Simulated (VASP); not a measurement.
## Hg: single point with PBE

Hg:

```xyz
3
Lattice="4.6290 0.0000 0.0000 -2.3145 4.0089 0.0000 0.0000 0.0000 3.9459" Properties=species:S:1:pos:R:3 pbc="T T T"
Hg    2.3145    1.3363    1.9730
Hg    0.0000    0.0000    0.0000
Hg    0.0000    2.6726    1.9730
```

- Program: VASP 6.6.1
- Task: single point
- Functional: PBE
- Potentials or basis: VASP PAW PBE potentials, release 64 (Hg)
- Cutoff: 520 eV
- k mesh: 7 × 7 × 7
- Occupations: fermi-dirac, width 0.05 eV
- Spin: no spin polarisation
- Dipole correction: no
- Further INCAR settings: ALGO = Fast; EDIFF = 1e-06; NBANDS = 25

```yaml
Pressure: 9.6 GPa
Band_gap_on_the_k_mesh: zero (bands 18 and 19 overlap by 4.53 eV)
```

Stress tensor (GPa, compression positive):
```
12.94  0.00  0.00
 0.00 12.94  0.00
 0.00  0.00  2.81
```

Levels at points of the mesh, in eV from the Fermi level:
| k point | band 15 | band 16 | band 17 | band 18 | band 19 | band 20 | band 21 | band 22 |
| --- | --- | --- | --- | --- | --- | --- | --- | --- |
| (0.00, 0.00, 0.00) | -5.94 | -5.94 | 0.17 | 2.02 | 2.35 | 3.45 | 3.45 | 3.76 |

Wall time 32 s on 1 thread of Intel(R) Xeon(R) 6975P-C (Granite Rapids), on a shared host, peak memory 0.2 GiB.

Caveat: the cell stands under pressure; spin-orbit coupling is left out, which moves the levels of the heavy elements.
